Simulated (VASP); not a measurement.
Here is a VASP 6.6.1 calculation.

The input POSCAR:

```
Ni
1.0
    0.0000000000      1.7669000000      1.7669000000
    1.7669000000      0.0000000000      1.7669000000
    1.7669000000      1.7669000000      0.0000000000
Ni
1
Direct
    0.0000000000      0.0000000000      0.0000000000
```

Contents of INCAR.step1:

```
SYSTEM = Ni
PREC = Accurate
ENCUT = 520
ISMEAR = -1
SIGMA = 0.1
LREAL = .FALSE.
LASPH = .TRUE.
NELM = 150
ISPIN = 2
MAGMOM = 2
LMAXMIX = 4
NBANDS = 15
GGA = PE
ALGO = Normal
EDIFF = 1E-4
LWAVE = .TRUE.
LCHARG = .FALSE.
```

File INCAR.step2:

```
SYSTEM = Ni
PREC = Accurate
ENCUT = 520
EDIFF = 1E-7
ISMEAR = -1
SIGMA = 0.1
LREAL = .FALSE.
LASPH = .TRUE.
NELM = 150
ALGO = Normal
ISIF = 2
LWAVE = .FALSE.
LCHARG = .FALSE.
ISPIN = 2
MAGMOM = 2
LORBIT = 11
LMAXMIX = 4
METAGGA = R2SCAN
LMIXTAU = .TRUE.
NBANDS = 15
ISTART = 1
```

KPOINTS

```
regular mesh
0
G
  7 7 7
  0 0 0
```

Potentials or basis: VASP PAW PBE potentials, release 64 (Ni).

The run is started by

```sh
$ cat potpaw_PBE.64/Ni/POTCAR > POTCAR
$ cp INCAR.step1 INCAR
$ mpirun -np 1 vasp_std > vasp.out
$ cp INCAR.step2 INCAR
$ mpirun -np 1 vasp_std > vasp.out
```

(1) Estimate the net moment.

(2) Estimate the site moments.

(3) Estimate the pressure.

Results:

(1) 0.83 μB per cell.

(2) Ni +0.86 μB.

(3) -8.1 GPa.

Caveat: the k points lie up to 0.44 Å⁻¹ apart; the PAW data sets were made with another functional, which shifts forces and pressure a little.
